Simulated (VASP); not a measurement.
# Pb (P6_3/mmc) in VASP: a series of runs, part 2 of 3

VASP 6.6.1.

### Step 3. Single point, r2SCAN

This run uses another cell than the first one, of 30.99 Å³/atom.

Input file POSCAR:

```
Pb
1.0
    3.5139203341      0.0000000000      0.0000000000
   -1.7569601671      3.0431442762      0.0000000000
    0.0000000000      0.0000000000      5.7969944188
Pb
2
Direct
    0.3333333333      0.6666666667      0.2500000000
    0.6666666667      0.3333333333      0.7500000000
```

Input file INCAR.step1:

```
ALGO = Normal ; EDIFF = 1E-4
ENCUT = 520 ; GGA = PE
ISMEAR = 0 ; LASPH = T
LCHARG = F ; LREAL = F
LWAVE = T ; NBANDS = 21
NELM = 60 ; PREC = Accurate
SIGMA = 0.1
```

Input file INCAR.step2:

```
ALGO = Normal ; EDIFF = 1E-7
ENCUT = 520 ; ISIF = 2
ISMEAR = 0 ; ISTART = 1
LASPH = T ; LCHARG = F
LMIXTAU = T ; LREAL = F
LWAVE = F ; METAGGA = R2SCAN
NBANDS = 21 ; NELM = 60
PREC = Accurate ; SIGMA = 0.1
```

Input file KPOINTS:

```
k-points
0
Gamma
  15 15 8
```

Potentials or basis: VASP PAW PBE potentials, release 64 (Pb_d).

The run is started by

```sh
> cat potpaw_PBE.64/Pb_d/POTCAR > POTCAR
> cp INCAR.step1 INCAR
> mpirun -np 1 vasp_std > vasp.out
> cp INCAR.step2 INCAR
> mpirun -np 1 vasp_std > vasp.out
```

Run time: 5.2 min. Hardware: 1 thread of Intel Xeon 6975P-C (Granite Rapids), shared host; peak memory 0.28 GiB.

Results (log left out):

| Quantity | Value |
| --- | --- |
| Free energy | -112.5412 eV |
| Pressure | 0.0 GPa |
| Band gap on the k mesh | zero (bands 14 and 15 overlap by 7.85 eV) |

Levels at points of the mesh, in eV from the Fermi level:
| k point | band 12 | band 13 | band 14 | band 15 | band 16 | band 17 |
| --- | --- | --- | --- | --- | --- | --- |
| (0.00, 0.00, 0.00) | -8.52 | -4.25 | 5.81 | 5.81 | 7.52 | 7.59 |
| (0.00, 0.00, 0.50) | -10.90 | 0.70 | 0.70 | 6.66 | 6.66 | 6.66 |

Caveat: the PAW data sets were made with another functional, which shifts forces and pressure a little; spin-orbit coupling is left out, which moves the levels of the heavy elements.

### Step 4. Single point, r2SCAN

This run uses another cell than the first one, of 31.05 Å³/atom.

Input file POSCAR:

```
Pb
1.0
    3.5099930188      0.0000000000      0.0000000000
   -1.7549965094      3.0397431213      0.0000000000
    0.0000000000      0.0000000000      5.8194204343
Pb
2
Direct
    0.3333333333      0.6666666667      0.2500000000
    0.6666666667      0.3333333333      0.7500000000
```

Input file INCAR.step1:

```
  PREC = Accurate
  ENCUT = 520
  ISMEAR = -1
  SIGMA = 0.15
  LREAL = False
  LASPH = True
  NELM = 100
  NBANDS = 21
  GGA = PE
  ALGO = Normal
  EDIFF = 1E-4
  LWAVE = True
  LCHARG = False
```

Input file INCAR.step2:

```
  PREC = Accurate
  ENCUT = 520
  EDIFF = 1E-7
  ISMEAR = -1
  SIGMA = 0.15
  LREAL = False
  LASPH = True
  NELM = 100
  ALGO = Normal
  ISIF = 2
  LWAVE = False
  LCHARG = True
  METAGGA = R2SCAN
  LMIXTAU = True
  LELF = True
  LVHAR = True
  NBANDS = 21
  ISTART = 1
```

Input file KPOINTS:

```
Automatic mesh
0
Gamma
  15 15 8
```

Potentials or basis: VASP PAW PBE potentials, release 64 (Pb_d).

The run is started by

```sh
> cat potpaw_PBE.64/Pb_d/POTCAR > POTCAR
> cp INCAR.step1 INCAR
> mpirun -np 1 vasp_std > vasp.out
> cp INCAR.step2 INCAR
> mpirun -np 1 vasp_std > vasp.out
```

OUTCAR:

```text
PREC = Accurate
   ENCUT = 520
   EDIFF = 1E-7
   ISMEAR = -1
   LREAL = False
   LASPH = True
   NELM = 100
   ISIF = 2
   METAGGA = R2SCAN
   ISTART = 1

 ion  position               nearest neighbor table
   1  0.333  0.667  0.250-   2 3.55   2 3.55   2 3.55   2 3.55   2 3.55   2 3.55
   2  0.667  0.333  0.750-   1 3.55   1 3.55   1 3.55   1 3.55   1 3.55   1 3.55

  LATTYP: Found a hexagonal cell.
 ALAT       =     3.5099930188
 C/A-ratio  =     1.6579578373

  Lattice vectors:

 A1 = (   3.5099930188,   0.0000000000,   0.0000000000)
 A2 = (  -1.7549965094,   3.0397431213,   0.0000000000)
 A3 = (   0.0000000000,   0.0000000000,   5.8194204343)

Analysis of symmetry for initial positions (statically):
=====================================================================
 Subroutine PRICEL returns:
 Original cell was already a primitive cell.

 Routine SETGRP: Setting up the symmetry group for a
 hexagonal supercell.

 Subroutine GETGRP returns: Found 24 space group operations
[... 154 lines left out ...]
 NGX is ok and might be reduce to    28
   NGX = 13   NGY = 13   NGZ = 21

 number of electron      27.9999999 magnetization

 Free energy of the ion-electron system (eV)
  ---------------------------------------------------
  ext. energy  EPLUGINS =         0.00000000
  ---------------------------------------------------
  free energy    TOTEN  =      -112.57314037 eV

  energy without entropy =     -112.49777605  energy(sigma->0) =     -112.53545821

 E-fermi :   6.9407     XC(G=0): -10.7985

 val. band max:        6.8656600949   @ k =   0.4000   0.1333   0.1250
 cond. band min:       6.9680825517   @ k =   0.2667   0.1333   0.1250
 fundamental gap:      0.1024224569
 Fermi energy:         6.9407455756

 k-point     1 :       0.0000    0.0000    0.0000
  band No.  band energies     occupation
      1     -10.7806      2.00000
      2     -10.7613      2.00000
      3     -10.7333      2.00000
      4     -10.7333      2.00000
      5     -10.7142      2.00000
      6     -10.7142      2.00000
[... 565 lines left out ...]
     20      17.5396      0.00000
     21      20.9048      0.00000

 [... further k-points ...]
[... 5 lines left out ...]
  --------------------------------------------------------------------------------------
  -------------------------------------------------------------------------------------
  Total       -0.0021819     -0.0021819     -0.0050689      0.0000000     -0.0000000      0.0000000
  in kB       -0.0563027     -0.0563027     -0.1307971      0.0000000     -0.0000000      0.0000000
  external PRESSURE =      -0.0811342 kB  Pullay stress =       0.0000000 kB

 VOLUME and BASIS-vectors are now :
 -----------------------------------------------------------------------------
  energy-cutoff  :      520.00
  volume of cell :       62.09
      direct lattice vectors                 reciprocal lattice vectors
     3.509993019  0.000000000  0.000000000     0.284900852  0.164487583  0.000000000
    -1.754996509  3.039743121  0.000000000     0.000000000  0.328975167  0.000000000
     0.000000000  0.000000000  5.819420434     0.000000000  0.000000000  0.171838418

 POSITION                                       TOTAL-FORCE (eV/Angst)
 -----------------------------------------------------------------------------------
     -0.00000      2.02650      1.45486         0.000000     -0.000000      0.000000
      1.75500      1.01325      4.36457        -0.000000      0.000000      0.000000
 -----------------------------------------------------------------------------------
    total drift:                                0.000000     -0.000000      0.000000

  FREE ENERGIE OF THE ION-ELECTRON SYSTEM (eV)
  ---------------------------------------------------
  free  energy   TOTEN  =      -112.5731403705 eV

  energy  without entropy=     -112.4977760523  energy(sigma->0) =     -112.53545821
```

It took 4.9 min on 1 thread of Intel Xeon 6975P-C (Granite Rapids), shared host; peak memory 0.29 GiB.

What came out:

```
Free energy            : -112.5731 eV
Pressure               : 0.0 GPa
Band gap on the k mesh : zero (bands 14 and 15 overlap by 7.89 eV)
```

Caveat: the PAW data sets were made with another functional, which shifts forces and pressure a little; spin-orbit coupling is left out, which moves the levels of the heavy elements.

### Step 5. Relaxation of shape and atoms at fixed volume, r2SCAN (32.85 Å³/atom)

This run uses another cell than the first one, of 32.85 Å³/atom.

Input file POSCAR:

```
Pb
1.0
    3.5828382305      0.0000000000      0.0000000000
   -1.7914191153      3.1028289253      0.0000000000
    0.0000000000      0.0000000000      5.9106898408
Pb
2
Direct
    0.3333333333      0.6666666667      0.2500000000
    0.6666666667      0.3333333333      0.7500000000
```

Input file INCAR.step1:

```
ALGO     = Normal         # electronic algorithm
EDIFF    = 1E-4           # SCF threshold, eV
ENCUT    = 600            # plane-wave cutoff, eV
GGA      = PE             # functional
ISMEAR   = 0              # smearing method
LASPH    = True           # aspherical terms in the spheres
LCHARG   = False          # write CHGCAR
LREAL    = False          # projectors in reciprocal space
LWAVE    = True           # write WAVECAR
NELM     = 80             # most SCF steps
PREC     = Accurate       # precision mode
SIGMA    = 0.1            # smearing width, eV
```

Input file INCAR.step2:

```
ALGO     = Normal         # electronic algorithm
EDIFF    = 1E-6           # SCF threshold, eV
EDIFFG   = -0.01          # ionic threshold
ENCUT    = 600            # plane-wave cutoff, eV
IBRION   = 2              # ionic algorithm
ISIF     = 4              # what is computed and relaxed
ISMEAR   = 0              # smearing method
ISTART   = 1            
LASPH    = True           # aspherical terms in the spheres
LCHARG   = False          # write CHGCAR
LMIXTAU  = True         
LREAL    = False          # projectors in reciprocal space
LWAVE    = False          # write WAVECAR
METAGGA  = R2SCAN         # meta-GGA
NELM     = 80             # most SCF steps
NSW      = 50             # ionic steps
PREC     = Accurate       # precision mode
SIGMA    = 0.1            # smearing width, eV
```

Input file KPOINTS:

```
k-points
0
Gamma
  15 15 8
```

The run is started by

```sh
> cat potpaw_PBE.64/Pb_d/POTCAR > POTCAR
> cp INCAR.step1 INCAR
> mpirun -np 1 vasp_std > vasp.out
> cp INCAR.step2 INCAR
> mpirun -np 1 vasp_std > vasp.out
```

It took 4.8 min on 1 thread of Intel Xeon 6975P-C (Granite Rapids), shared host; peak memory 0.31 GiB.

It converged, with:

```
Free energy             : -112.5148 eV
Pressure after relaxing : -2.2 GPa
Band gap on the k mesh  : zero (bands 14 and 15 overlap by 7.34 eV)
```

Final structure:
```
CELL_PARAMETERS angstrom
3.58284 0.00000 0.00000
-1.79142 3.10283 0.00000
0.00000 0.00000 5.91069
ATOMIC_POSITIONS crystal
Pb 0.33333 0.66667 0.25000
Pb 0.66667 0.33333 0.75000
```

Levels at points of the mesh, in eV from the Fermi level:
```
           k point  band 11  band 12  band 13  band 14  band 15  band 16  band 17  band 18
(0.00, 0.00, 0.00)   -11.72    -8.46    -3.96     5.47     5.47     7.05     7.12     7.12
(0.00, 0.00, 0.50)   -10.60   -10.60     0.62     0.62     6.25     6.25     6.25     6.25
```

Caveat: the relaxation stopped at its first step, so nothing moved; the PAW data sets were made with another functional, which shifts forces and pressure a little; spin-orbit coupling is left out, which moves the levels of the heavy elements.

(Part 2 of 3 ends here.)
